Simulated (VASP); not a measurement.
# Ba3Cd2As4 in VASP: a series of runs, part 2 of 2

VASP 6.6.1. Earlier steps stand in the parts before.

## 4. Single point, PBE

This run uses another cell than the first one, of 31.45 Å³/atom.

The input, INCAR:

```
PREC     = Accurate       # precision mode
ENCUT    = 520            # plane-wave cutoff, eV
EDIFF    = 1E-7           # SCF threshold, eV
ISMEAR   = -1             # smearing method
SIGMA    = 0.1            # smearing width, eV
LREAL    = F              # projectors in reciprocal space
LASPH    = T              # aspherical terms in the spheres
NELM     = 100            # most SCF steps
ALGO     = Normal         # electronic algorithm
ISIF     = 2              # what is computed and relaxed
LWAVE    = F              # write WAVECAR
LCHARG   = F              # write CHGCAR
GGA      = PE             # functional
NBANDS   = 47             # bands
```

The input, KPOINTS:

```
Automatic mesh
0
Gamma
  3 2 2
```

The input, POSCAR:

```
Ba3Cd2As4
1.0
    5.6572450000     -0.0462240000     -0.7474040000
   -0.4359550000      7.2051910000     -0.8009240000
    0.0935970000     -0.4634280000      6.9913340000
Ba Cd As
3 2 4
Direct
    0.1286619471      0.6836836732      0.8208506583
    0.5661744646      0.2975754299      0.8190095571
    0.3837657284      0.4494017387      0.3146274629
    0.3541071752      0.9231211013      0.2950331030
    0.9459606038      0.0922204044      0.1094378089
    0.8964738052      0.6626761743      0.3386864882
    0.8197515482      0.9825871744      0.5370091368
    0.9197782419      0.3211879672      0.4892212400
    0.6513150957      0.7720720715      0.0400932869
```

Potentials or basis: VASP PAW PBE potentials, release 64 (Ba_sv, Cd, As).

On the command line:

```console
$ cat potpaw_PBE.64/Ba_sv/POTCAR potpaw_PBE.64/Cd/POTCAR potpaw_PBE.64/As/POTCAR > POTCAR
$ mpirun -np 1 vasp_std > vasp.out
```

OUTCAR:

```text
PREC = Accurate
   ENCUT = 520
   EDIFF = 1E-7
   ISMEAR = -1
   LREAL = F
   LASPH = T
   NELM = 100
   ISIF = 2
   GGA = PE

 ion  position               nearest neighbor table
   1  0.129  0.684  0.821-   9 3.17   8 3.26   9 3.32   6 3.46   4 3.53   5 3.56   7 3.59   2 3.85
                             3 4.12   2 4.15   3 4.26
   2  0.566  0.298  0.819-   8 3.26   7 3.26   5 3.38   9 3.50   3 3.74   1 3.85   3 3.93   1 4.15
                             4 4.17
   3  0.384  0.449  0.315-   8 3.21   6 3.21   6 3.26   8 3.40   4 3.48   5 3.49   9 3.66   2 3.74
                             4 3.79   2 3.93   1 4.12   1 4.26
[... 608 lines left out ...]
  external PRESSURE =      21.5296356 kB  Pullay stress =       0.0000000 kB

 VOLUME and BASIS-vectors are now :
 -----------------------------------------------------------------------------
  energy-cutoff  :      520.00
  volume of cell :      283.09
      direct lattice vectors                 reciprocal lattice vectors
     5.657245000 -0.046224000 -0.747404000     0.176629854  0.010501637 -0.001668533
    -0.435955000  7.205191000 -0.800924000     0.002365070  0.139959673  0.009245713
     0.093597000 -0.463428000  6.991334000     0.019153441  0.017156386  0.143915030

 POSITION                                       TOTAL-FORCE (eV/Angst)
 -----------------------------------------------------------------------------------
      0.50665      4.53972      5.09510        -0.815252      0.822576     -0.014377
      3.14991      1.73836      5.06447        -0.035853     -0.657833     -0.232179
      2.00459      3.07448      1.55290         0.322346     -0.299848     -0.081474
      1.62845      6.49817      1.05866        -0.012661      0.667203      0.298459
      5.32157      0.57002     -0.01576         0.457221      0.222493      0.035288
      4.81437      4.57631      1.16709        -0.018905      0.654783     -0.700378
      4.25943      6.79297      2.35475        -0.152050     -0.243681      0.853168
      5.10918      2.04499      2.47562         0.091102     -0.352763      0.197141
      3.35181      5.51424     -0.82486         0.164053     -0.812930     -0.355647
 -----------------------------------------------------------------------------------
    total drift:                               -0.000329      0.000559     -0.000829

  FREE ENERGIE OF THE ION-ELECTRON SYSTEM (eV)
  ---------------------------------------------------
  free  energy   TOTEN  =       -28.6904642272 eV

  energy  without entropy=      -28.4944060625  energy(sigma->0) =      -28.59243514
```

OSZICAR:

```text
N       E                     dE             d eps       ncg     rms          rms(c)
DAV:   1     0.516155280018E+03    0.51616E+03   -0.32589E+04   752   0.138E+03
DAV:   2     0.115218149688E+02   -0.50463E+03   -0.49144E+03   920   0.299E+02
DAV:   3    -0.290031411684E+02   -0.40525E+02   -0.39986E+02   937   0.859E+01
DAV:   4    -0.302438161600E+02   -0.12407E+01   -0.12365E+01  1121   0.115E+01
DAV:   5    -0.302669411375E+02   -0.23125E-01   -0.23118E-01   955   0.152E+00    0.836E+00
DAV:   6    -0.287493155695E+02    0.15176E+01   -0.49353E+00   882   0.101E+01    0.569E+00
DAV:   7    -0.286991742635E+02    0.50141E-01   -0.96399E-01   888   0.336E+00    0.284E+00
DAV:   8    -0.286894785654E+02    0.96957E-02   -0.13143E-01   921   0.182E+00    0.588E-01
DAV:   9    -0.286893585238E+02    0.12004E-03   -0.24033E-02   896   0.771E-01    0.180E-01
DAV:  10    -0.286900799450E+02   -0.72142E-03   -0.38745E-03   898   0.237E-01    0.103E-01
DAV:  11    -0.286903560082E+02   -0.27606E-03   -0.59200E-04   888   0.102E-01    0.403E-02
DAV:  12    -0.286904514201E+02   -0.95412E-04   -0.14517E-04   858   0.473E-02    0.184E-02
DAV:  13    -0.286904635874E+02   -0.12167E-04   -0.29715E-05   920   0.211E-02    0.627E-03
DAV:  14    -0.286904642122E+02   -0.62478E-06   -0.49264E-06  1032   0.759E-03    0.306E-03
DAV:  15    -0.286904643220E+02   -0.10980E-06   -0.51128E-07   752   0.287E-03    0.132E-03
DAV:  16    -0.286904642272E+02    0.94805E-07   -0.13450E-07   640   0.130E-03
   1 F= -.28690464E+02 E0= -.28592435E+02  d E =-.196058E+00
```

stdout:

```text
POSCAR found type information on POSCAR BaCdAs
 POSCAR found :  3 types and       9 ions
 scaLAPACK will be used
 LDA part: xc-table for (Slater+PW92), standard interpolation
 POSCAR, INCAR and KPOINTS ok, starting setup
 FFT: planning ... GRIDC
 FFT: planning ... GRID_SOFT
 FFT: planning ... GRID
 WAVECAR not read
 entering main loop
```

Run time: 81 s. Hardware: 1 thread of AMD EPYC 9R45 (Zen 5), shared host; peak memory 0.36 GiB.

Results:

| Quantity | Value |
| --- | --- |
| Free energy | -28.6905 eV |
| Pressure | 2.2 GPa |
| Largest force | 1.158 eV/Å |
| Band gap on the k mesh | zero (bands 37 and 38 overlap by 0.04 eV) |

Forces in eV/Å, atoms in the order of the input:
```
Ba  -0.815  0.823 -0.014
Ba  -0.036 -0.658 -0.232
Ba   0.322 -0.300 -0.081
Cd  -0.013  0.667  0.298
Cd   0.457  0.222  0.035
As  -0.019  0.655 -0.700
As  -0.152 -0.244  0.853
As   0.091 -0.353  0.197
As   0.164 -0.813 -0.356
```

Levels at points of the mesh, in eV from the Fermi level:
```tsv
k point	band 34	band 35	band 36	band 37	band 38	band 39	band 40	band 41
(0.00, 0.00, 0.00)	-1.60	-1.42	-0.67	-0.02	0.20	0.38	0.76	1.09
(0.00, 0.50, 0.00)	-1.70	-1.54	-0.83	-0.24	-0.04	0.49	0.74	1.09
(0.00, 0.00, 0.50)	-1.41	-1.06	-0.81	-0.33	0.28	0.38	0.47	1.07
(0.00, 0.50, 0.50)	-1.61	-1.18	-0.92	-0.52	0.01	0.35	0.66	0.92
```

Caveat: the k points lie up to 0.46 Å⁻¹ apart; spin-orbit coupling is left out, which moves the levels of the heavy elements.

## 5. Overview

| cell | gap on the mesh (eV) | pressure (GPa) | largest force (eV/Å) |
| --- | --- | --- | --- |
| a = 5.672, b = 7.218, c = 6.964 Å, angles 100.2, 96.7, 93.0°, 9 atoms, atomic positions A | none | 3.0 | 1.22 |
| a = 5.670, b = 7.216, c = 6.963 Å, angles 100.2, 96.7, 93.0°, 9 atoms, atomic positions B | none | 3.0 | 1.21 |
| a = 5.707, b = 7.263, c = 7.007 Å, angles 100.2, 96.7, 93.0°, 9 atoms, atomic positions C | none | 2.2 | 1.16 |

Alike in all rows: task single point; level PBE; potentials or basis VASP PAW PBE potentials, release 64 (Ba_sv, Cd, As); no spin polarisation; k mesh 3 × 2 × 2; cutoff (eV) 520; smearing fermi-dirac 0.1 eV.

Caveats: all runs use coarse meshes; spin-orbit coupling is left out, which moves the levels of the heavy elements.

Total energies depend on the potentials used, so only differences within one code and one set of settings carry meaning.
